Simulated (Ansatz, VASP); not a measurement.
# One calculation of Li3AgB5, two programs

File INCAR:

```
ALGO = Normal
EDIFF = 1E-7
ENCUT = 520
GGA = PE
ISIF = 2
ISMEAR = 0
LASPH = True
LCHARG = False
LREAL = False
LWAVE = False
NBANDS = 28
NELM = 100
PREC = Accurate
SIGMA = 0.1
```

Contents of KPOINTS:

```
k-points
0
Gamma
  4 4 4
```

POSCAR

```
Li3AgB5
1.0
    3.1148201200     -3.7528487300      0.0000000000
    3.1148201200      3.7528487300      0.0000000000
    0.0000000000      0.0000000000      4.7865053900
Li Ag B
3 1 5
Direct
    0.0000000000      0.5000000000      0.5000000000
    0.5000000000      0.0000000000      0.5000000000
    0.5000000000      0.5000000000      0.0000000000
    0.5000000000      0.5000000000      0.5000000000
    0.7399229600      0.7399229600      0.1943991300
    0.2600770400      0.2600770400      0.1943991300
    0.7399229600      0.7399229600      0.8056008700
    0.2600770400      0.2600770400      0.8056008700
    0.0000000000      0.0000000000      0.5000000000
```

Input for Ansatz:

```yaml
crystal:
  lattice:
    - [3.11482012, -3.75284873, 0.0]
    - [3.11482012, 3.75284873, 0.0]
    - [0.0, 0.0, 4.78650539]
  atoms:
    - { symbol: Li, position: [0.0, 0.5, 0.5] }
    - { symbol: Li, position: [0.5, 0.0, 0.5] }
    - { symbol: Li, position: [0.5, 0.5, 0.0] }
    - { symbol: Ag, position: [0.5, 0.5, 0.5] }
    - { symbol: B, position: [0.73992296, 0.73992296, 0.19439913] }
    - { symbol: B, position: [0.26007704, 0.26007704, 0.19439913] }
    - { symbol: B, position: [0.73992296, 0.73992296, 0.80560087] }
    - { symbol: B, position: [0.26007704, 0.26007704, 0.80560087] }
    - { symbol: B, position: [0.0, 0.0, 0.5] }
basis:
  ecutwfc: 420
kpoints:
  mp_grid: { grid: [4, 4, 4] }
hamiltonian:
  xc: pbe
scf:
  occupations: { method: gaussian, width: 0.1 }
  lower_state_search: "off"
output:
  forces: true
  stress: true
  eigenvalues: true
```

Alike in both runs: task single point; functional PBE; k mesh 4 × 4 × 4; occupations gaussian, width 0.1 eV; no spin polarisation.

|  | VASP | Ansatz |
| --- | --- | --- |
| version | VASP 6.6.1 | Ansatz 0.2.0 |
| potentials or method | VASP PAW PBE potentials, release 64 (Li_sv, Ag, B), cutoff 520 eV | scalar-relativistic, plane waves, PAW |
| valence electrons in the cell | 35 | 43 |

Ansatz gave:

| Item | Value |
| --- | --- |
| gap on the k mesh at the Fermi level (eV) | none |
| rms of the force components (eV/Å) | 1.799 |

Task: Which values does VASP return?

Result: gap on the k mesh at the Fermi level (eV): none; rms of the force components (eV/Å): 1.813.

Atom by atom the forces differ by 0.020 eV/Å (rms over components). A gap of «none» marks a metal or a gap that the smearing closes. VASP's potentials hold 35 valence electrons a cell and Ansatz's 43, so a difference there can come from the potentials and not from the codes.

Noted on VASP's run: the cutoff is under 1.25 times that of the potentials, so the pressure is a little rough.
